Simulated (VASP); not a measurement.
Input of a VASP 6.6.1 run:

The input INCAR:

```
PREC = Accurate ; ENCUT = 520
EDIFF = 1E-6 ; ISMEAR = 0
SIGMA = 0.1 ; LREAL = False
LASPH = True ; NELM = 60
ALGO = Fast ; ISIF = 2
LWAVE = False ; LCHARG = False
GGA = PE ; NBANDS = 51
```

Contents of KPOINTS:

```
Automatic mesh
0
Gamma
  12 12 10
```

File POSCAR:

```
MoRu5
1.0
    4.8525180535      0.0000000000      0.0000000000
   -2.4262590268      4.2024039067      0.0000000000
    0.0000000000      0.0000000000      4.3922069231
Mo Ru
1 5
Direct
    0.0000000000      0.0000000000      0.0000000000
    0.3333333333      0.6666666667      0.0000000000
    0.6666666667      0.3333333333      0.0000000000
    0.6609974567      0.6609974567      0.5000000000
    0.3390025433      0.0000000000      0.5000000000
    0.0000000000      0.3390025433      0.5000000000
```

Potentials or basis: VASP PAW PBE potentials, release 64 (Mo_sv, Ru_pv).

Launch:

```console
$ cat potpaw_PBE.64/Mo_sv/POTCAR potpaw_PBE.64/Ru_pv/POTCAR > POTCAR
$ mpirun -np 1 vasp_std > vasp.out
```

Problem. What does it give for the band gap on the k mesh?

Solution. Zero (band 42 reaches 11.97 eV, above the bottom of band 43 at 10.84 eV).

Problem. Predict the largest force.

Solution. 0.007 eV/Å.

Problem. Estimate the pressure.

Solution. -15.3 GPa.

Forces on the atoms (eV/Å):
```
Mo   0.000  0.000  0.000
Ru   0.000  0.000  0.000
Ru   0.000  0.000  0.000
Ru  -0.004 -0.006  0.000
Ru   0.007  0.000  0.000
Ru  -0.004  0.006  0.000
```
